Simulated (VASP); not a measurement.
# HfO2 in VASP: a series of runs

The runs below take HfO2 through single point, with PBE, r2SCAN.

All numbers are computed with VASP 6.6.1; they aren't measurements. Logs are shortened: lines on timing, memory, paths and dates and some standing lists are left out, and cuts for length are marked.

**1. The cell of the first run**

Symmetry: Fm-3m, No. 225, cubic system. The conventional cell has a = 5.186 Å, b = 5.186 Å, c = 5.186 Å, α = 90.00°, β = 90.00°, γ = 90.00°. Hf (site symmetry m-3m) has 8 O at 2.25 Å within 3.0 Å. O (site symmetry -43m) has 4 Hf at 2.25 Å and 6 O at 2.59 Å within 3.0 Å.

**2. Single point, PBE (strain +2.5%)**

The input, INCAR:

```
ALGO = Normal
EDIFF = 1E-6
ENCUT = 520
GGA = PE
ISIF = 2
ISMEAR = -1
LASPH = True
LCHARG = False
LREAL = False
LWAVE = False
NBANDS = 18
NELM = 60
PREC = Accurate
SIGMA = 0.02
```

The input, KPOINTS:

```
k-points
0
Gamma
  8 8 8
```

The input, POSCAR:

```
HfO2
1.0
    0.0000000000      2.5931706045      2.5931706045
    2.5931706045      0.0000000000      2.5931706045
    2.5931706045      2.5931706045      0.0000000000
Hf O
1 2
Direct
    0.0000000000      0.0000000000      0.0000000000
    0.2500000000      0.2500000000      0.2500000000
    0.7500000000      0.7500000000      0.7500000000
```

Potentials or basis: VASP PAW PBE potentials, release 64 (Hf_pv, O).

Run with:

```bash
$ cat potpaw_PBE.64/Hf_pv/POTCAR potpaw_PBE.64/O/POTCAR > POTCAR
$ mpirun -np 1 vasp_std > vasp.out
```

OUTCAR:

```text
EDIFF = 1E-6
   ENCUT = 520
   GGA = PE
   ISIF = 2
   ISMEAR = -1
   LASPH = True
   LREAL = False
   NELM = 60
   PREC = Accurate

 ion  position               nearest neighbor table
   1  0.000  0.000  0.000-   3 2.25   3 2.25   3 2.25   2 2.25   3 2.25   2 2.25   2 2.25   2 2.25

   2  0.250  0.250  0.250-   1 2.25   1 2.25   1 2.25   1 2.25
   3  0.750  0.750  0.750-   1 2.25   1 2.25   1 2.25   1 2.25

  LATTYP: Found a face centered cubic cell.
 ALAT       =     5.1863412090

  Lattice vectors:

 A1 = (   0.0000000000,   2.5931706045,   2.5931706045)
 A2 = (   2.5931706045,   0.0000000000,   2.5931706045)
 A3 = (   2.5931706045,   2.5931706045,   0.0000000000)

Analysis of symmetry for initial positions (statically):
=====================================================================
 Subroutine PRICEL returns:
 Original cell was already a primitive cell.

 Routine SETGRP: Setting up the symmetry group for a
 face centered cubic supercell.

 Subroutine GETGRP returns: Found 48 space group operations
 (whereof 48 operations were pure point group operations)
 out of a pool of 48 trial point group operations.

The static configuration has the point symmetry O_h .

Analysis of symmetry for dynamics (positions and initial velocities):
=====================================================================
 Subroutine PRICEL returns:
 Original cell was already a primitive cell.

 Routine SETGRP: Setting up the symmetry group for a
 face centered cubic supercell.

 Subroutine GETGRP returns: Found 48 space group operations
 (whereof 48 operations were pure point group operations)
 out of a pool of 48 trial point group operations.

The dynamic configuration has the point symmetry O_h .

 Subroutine INISYM returns: Found 48 space group operations
 (whereof 48 operations are pure point group operations),
 and found     1 'primitive' translations

----------------------------------------------------------------------------------------

                                     Primitive cell

  volume of cell :      34.8757

  direct lattice vectors                    reciprocal lattice vectors
     0.000000000  2.593170605  2.593170605    -0.192814155  0.192814155  0.192814155
     2.593170605  0.000000000  2.593170605     0.192814155 -0.192814155  0.192814155
     2.593170605  2.593170605  0.000000000     0.192814155  0.192814155 -0.192814155

  length of vectors
[... 76 lines left out ...]
   ISTART =      0    job   : 0-new  1-cont  2-samecut
   ICHARG =      2    charge: 1-file 2-atom 10-const
   ISPIN  =      1    spin polarized calculation?
   LNONCOLLINEAR =      F non collinear calculations
   LSORBIT =      F    spin-orbit coupling
   LASPH  =      T    aspherical Exc in radial PAW
   ENCUT  =  520.0 eV  38.22 Ry    6.18 a.u.   6.82  6.82  6.82*2*pi/ulx,y,z
   NELM   =     60;   NELMIN=  2; NELMDL= -5     # of ELM steps
   EDIFF  = 0.1E-05   stopping-criterion for ELM
   LREAL  =      F    real-space projection
   EDIFFG = 0.1E-04   stopping-criterion for IOM
   NSW    =      0    number of steps for IOM
   IBRION =     -1    ionic relax: 0-MD 1-quasi-New 2-CG
   NFREE  =      0    steps in history (QN), initial steepest desc. (CG)
   ISIF   =      2    stress and relaxation
   ISYM   =      2    0-nonsym 1-usesym 2-fastsym
   POTIM  = 0.5000    time-step for ionic-motion
   TEBEG  =    0.0;   TEEND  =   0.0 temperature during run
   PSTRESS=    0.0 pullay stress
   NELECT =      22.0000    total number of electrons
   NUPDOWN=      -1.0000    fix difference up-down
   EMIN   =  10.00;   EMAX   =-10.00  energy-range for DOS
   EFERMI =   0.00;   METHOD = LEGACY
   ISMEAR =    -1;   SIGMA  =   0.02  broadening in eV -4-tet -1-fermi 0-gaus
   EFERMI_NEDOS =   21; number of points for ismear=-14 and -15
   IALGO  =     38    algorithm
   IMIX   =      4    mixing-type and parameters
     AMIX     =   0.40;   BMIX     =  1.00
     AMIX_MAG =   1.60;   BMIX_MAG =  1.00
  volume/ion in A,a.u.               =      11.63        78.45
  Fermi-wavevector in a.u.,A,eV,Ry     =   1.404024  2.653221 26.820952  1.971284
  Thomas-Fermi vector in A             =   2.526627
   LORBIT       =      0    0 simple, 1 ext, 2 COOP (PROOUT), +10 PAW based schemes
   GGA     = PE    functional components
   LHFCALC =     F    Hartree Fock is set to
   AEXX    =    0.0000 exact exchange contribution
   IVDW    =     0    specifies the selected vdW correction
   LEPSILON=     F    determine dielectric tensor
   LRPA    =     F    only Hartree local field effects (RPA)
 non-spin polarized calculation
  energy-cutoff  :      520.00
  volume of cell :       34.88
 maximum number of plane-waves:       960
   NGX = 13   NGY = 13   NGZ = 13

 number of electron      21.9999997 magnetization

 Free energy of the ion-electron system (eV)
  ---------------------------------------------------
  ext. energy  EPLUGINS =         0.00000000
  ---------------------------------------------------
  free energy    TOTEN  =       -30.14290223 eV

  energy without entropy =      -30.14290223  energy(sigma->0) =      -30.14290223

 E-fermi :   4.1676     XC(G=0): -11.4787

 val. band max:        3.7124953480   @ k =   0.5000   0.5000   0.0000
 cond. band min:       7.3276520949   @ k =   0.5000   0.5000   0.0000
 fundamental gap:      3.6151567469
 Fermi energy:         4.1675582997

 k-point     1 :       0.0000    0.0000    0.0000
  band No.  band energies     occupation
      1     -26.2945      2.00000
      2     -26.2945      2.00000
      3     -26.2945      2.00000
      4     -14.6066      2.00000
      5     -11.9048      2.00000
      6      -1.2271      2.00000
[... 481 lines left out ...]
      5     -12.7580      2.00000
      6      -0.7868      2.00000
[... 10 lines left out ...]
     17      14.2779      0.00000
     18      15.7867      0.00000

 [... further k-points ...]
[... 5 lines left out ...]
  --------------------------------------------------------------------------------------
  -------------------------------------------------------------------------------------
  Total       -3.1747528     -3.1747528     -3.1747528      0.0000000      0.0000000     -0.0000000
  in kB     -145.8469092   -145.8469092   -145.8469092      0.0000000      0.0000000     -0.0000000
  external PRESSURE =    -145.8469092 kB  Pullay stress =       0.0000000 kB

 VOLUME and BASIS-vectors are now :
 -----------------------------------------------------------------------------
  energy-cutoff  :      520.00
  volume of cell :       34.88
      direct lattice vectors                 reciprocal lattice vectors
     0.000000000  2.593170605  2.593170605    -0.192814155  0.192814155  0.192814155
     2.593170605  0.000000000  2.593170605     0.192814155 -0.192814155  0.192814155
     2.593170605  2.593170605  0.000000000     0.192814155  0.192814155 -0.192814155

 POSITION                                       TOTAL-FORCE (eV/Angst)
 -----------------------------------------------------------------------------------
      0.00000      0.00000      0.00000         0.000000     -0.000000      0.000000
      1.29659      1.29659      1.29659         0.000000      0.000000      0.000000
      3.88976      3.88976      3.88976        -0.000000     -0.000000     -0.000000
 -----------------------------------------------------------------------------------
    total drift:                                0.000000      0.000000      0.000000

  FREE ENERGIE OF THE ION-ELECTRON SYSTEM (eV)
  ---------------------------------------------------
  free  energy   TOTEN  =       -30.1429022328 eV

  energy  without entropy=      -30.1429022328  energy(sigma->0) =      -30.14290223
```

OSZICAR:

```text
N       E                     dE             d eps       ncg     rms          rms(c)
DAV:   1     0.900011822818E+02    0.90001E+02   -0.12619E+04  1044   0.120E+03
DAV:   2    -0.319811153055E+02   -0.12198E+03   -0.11912E+03  1372   0.288E+02
DAV:   3    -0.360426180105E+02   -0.40615E+01   -0.40477E+01  1152   0.457E+01
DAV:   4    -0.360685348582E+02   -0.25917E-01   -0.25913E-01  1332   0.414E+00
DAV:   5    -0.360687049151E+02   -0.17006E-03   -0.17005E-03  1128   0.310E-01    0.415E+01
DAV:   6    -0.303243255827E+02    0.57444E+01   -0.21503E+01  1064   0.318E+01    0.376E+01
DAV:   7    -0.301950054604E+02    0.12932E+00   -0.72744E-01  1166   0.691E+00    0.275E+01
DAV:   8    -0.301776486480E+02    0.17357E-01   -0.44943E-01  1104   0.588E+00    0.106E+01
DAV:   9    -0.301423272741E+02    0.35321E-01   -0.94916E-02  1094   0.264E+00    0.280E+00
DAV:  10    -0.301428776503E+02   -0.55038E-03   -0.39315E-03  1168   0.474E-01    0.105E-01
DAV:  11    -0.301428814404E+02   -0.37901E-05   -0.23182E-04  1184   0.118E-01    0.249E-01
DAV:  12    -0.301429009333E+02   -0.19493E-04   -0.52881E-05  1144   0.483E-02    0.233E-02
DAV:  13    -0.301429019457E+02   -0.10124E-05   -0.15702E-06  1130   0.918E-03    0.555E-03
DAV:  14    -0.301429022328E+02   -0.28705E-06   -0.32688E-07   868   0.381E-03
   1 F= -.30142902E+02 E0= -.30142902E+02  d E =-.770986E-12
```

stdout:

```text
POSCAR found type information on POSCAR HfO
 POSCAR found :  2 types and       3 ions
 scaLAPACK will be used
 LDA part: xc-table for (Slater+PW92), standard interpolation
 POSCAR, INCAR and KPOINTS ok, starting setup
 FFT: planning ... GRIDC
 FFT: planning ... GRID_SOFT
 FFT: planning ... GRID
 WAVECAR not read
 entering main loop
```

Wall time 27 s (1 thread of Intel Xeon 8259CL, shared host); peak memory 0.16 GiB.

What came out:

| Item | Value |
| --- | --- |
| Free energy | -30.1429 eV |
| Pressure | -14.6 GPa |
| Band gap on the k mesh | 3.62 eV |

Levels at points of the mesh, in eV from the valence-band top:
| k point | band 7 | band 8 | band 9 | band 10 | band 11 | band 12 | band 13 | band 14 | band 15 | band 16 |
| --- | --- | --- | --- | --- | --- | --- | --- | --- | --- | --- |
| (0.00, 0.00, 0.00) | -4.94 | -4.94 | -0.57 | -0.57 | -0.57 | 3.71 | 3.71 | 5.29 | 9.59 | 9.59 |
| (0.50, 0.00, 0.00) | -3.97 | -2.94 | -2.58 | -1.75 | -1.75 | 4.35 | 4.35 | 6.36 | 8.66 | 8.66 |
| (0.50, 0.50, 0.00) | -3.30 | -3.30 | -1.42 | -1.42 | 0.00 | 3.62 | 5.14 | 6.03 | 7.56 | 7.56 |

Caveat: the cell differs from its parent crystal (strain +2.5%); the cell stands under tension; spin-orbit coupling is left out, which moves the levels of the heavy elements.

(Continued in part 2 of 2.)
